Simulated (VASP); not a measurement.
Wanted: the native input for a VASP 6.6.1 run.

```yaml
Task: single point
Functional: LDA
Potentials_or_basis: VASP PAW LDA potentials, release 64 (Zn)
Cutoff: 520 eV
k_mesh: 20 × 20 × 20
Occupations: gaussian, width 0.15 eV
Spin: no spin polarisation
Dipole_correction: no
Further_INCAR_settings: ALGO = Normal; EDIFF = 1e-07; NBANDS = 12
```

The structure of Zn lies in POSCAR:

```
Zn
1.0
   -1.4654381342      1.5056386871      1.4654381342
    1.4654381342     -1.5056386871      1.4654381342
    1.4654381342      1.5056386871     -1.4654381342
Zn
1
Direct
    0.0000000000      0.0000000000      0.0000000000
```

This cell differs from its parent crystal: normal strain along x -0.0267, normal strain along z -0.0267.

One way to write it, as run:

INCAR

```
SYSTEM = Zn
ALGO = Normal
EDIFF = 1E-7
ENCUT = 520
GGA = CA
ISIF = 2
ISMEAR = 0
LASPH = .True.
LCHARG = .False.
LREAL = .False.
LWAVE = .False.
NBANDS = 12
NELM = 80
PREC = Accurate
SIGMA = 0.15
```

KPOINTS

```
k-points
0
Gamma
  20 20 20
  0 0 0
```

Potentials or basis: VASP PAW LDA potentials, release 64 (Zn).

Launch:

```console
$ cat potpaw_LDA.64/Zn/POTCAR > POTCAR
$ mpirun -np 1 vasp_std > vasp.out
```

Results of the run:

- Pressure: 6.9 GPa
- Band gap on the k mesh: zero (band 6 reaches 8.23 eV, above the bottom of band 7 at 3.48 eV)

Caveat: the cell differs from its parent crystal (normal strain along x -0.0267, normal strain along z -0.0267).

Wall time 32 s on 1 thread of Intel(R) Xeon(R) 6975P-C (Granite Rapids), on a shared host, peak memory 0.2 GiB.
